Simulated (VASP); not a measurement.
Crystal: Al2Pt.

```
CELL_PARAMETERS angstrom
0.00000 2.94917 2.94917
2.94917 0.00000 2.94917
2.94917 2.94917 0.00000
ATOMIC_POSITIONS crystal
Al 0.25000 0.25000 0.25000
Al 0.75000 0.75000 0.75000
Pt 0.00000 0.00000 0.00000
```

```yaml
Program: VASP 6.6.1
Task: relaxation of cell and atoms
Functional: PBE
Potentials_or_basis: VASP PAW PBE potentials, release 64 (Al, Pt)
Cutoff: 500 eV
k_mesh: 6 × 6 × 6
Occupations: gaussian, width 0.1 eV
Spin: no spin polarisation
```

At the start: pressure 3.1 GPa; volume 17.10 Å³/atom.

Task: Where does the relaxation end?

Result: Over 3 steps the energy falls by 3.6 meV/atom and the volume is 17.49 Å³/atom (+2.3 %); space group Fm-3m (No. 225, to 0.05 Å).

Step by step:
| step | energy change (eV) | largest force (eV/Å) | pressure (GPa) | volume (Å³) |
| --- | --- | --- | --- | --- |
| 1 | 0.0000 | 0.0000 | 3.08 | 51.30 |
| 2 | 0.0020 | 0.0000 | -3.06 | 53.78 |
| 3 | -0.0109 | 0.0000 | 0.01 | 52.47 |

Final structure:
```
CELL_PARAMETERS angstrom
0.00000 2.97136 2.97136
2.97136 0.00000 2.97136
2.97136 2.97136 0.00000
ATOMIC_POSITIONS crystal
Al 0.25000 0.25000 0.25000
Al 0.75000 0.75000 0.75000
Pt 0.00000 0.00000 0.00000
```
